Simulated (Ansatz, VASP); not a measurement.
## One calculation of TiTe2, two programs

```
CELL_PARAMETERS angstrom
3.79038 0.00000 0.00000
-1.89519 3.28257 0.00000
0.00000 0.00000 6.55589
ATOMIC_POSITIONS crystal
Ti 0.00000 0.00000 0.00000
Te 0.66667 0.33333 0.25780
Te 0.33333 0.66667 0.74220
```

Alike in both runs: task single point; functional PBEsol; k mesh 6 × 6 × 4; occupations fermi-dirac, width 0.02 eV; no spin polarisation.

|  | VASP | Ansatz |
| --- | --- | --- |
| version | VASP 6.6.1 | Ansatz 0.2.0 |
| potentials or method | VASP PAW PBE potentials, release 64 (Ti_sv, Te) | plane waves |
| plane-wave cutoff (eV) | 520 | 420 |
| valence electrons in the cell | 24 | 44 |

```tsv
	VASP	Ansatz	Ansatz less VASP
pressure (GPa)	-2.2	-2.3	-0.05
traceless stress, the component that is largest in VASP (GPa)	0.46	0.45	-0.016
rms of the force components (eV/Å)	0.012	0.020	+0.0088
```

VASP's potentials were made for PBE, not for PBEsol. Atom by atom the forces differ by 0.009 eV/Å (rms over components). The functional is the same, so the differences come from potentials, cutoffs and numerics. VASP's potentials hold 24 valence electrons a cell and Ansatz's 44, so a difference there can come from the potentials and not from the codes.

Spin-orbit coupling is off throughout.
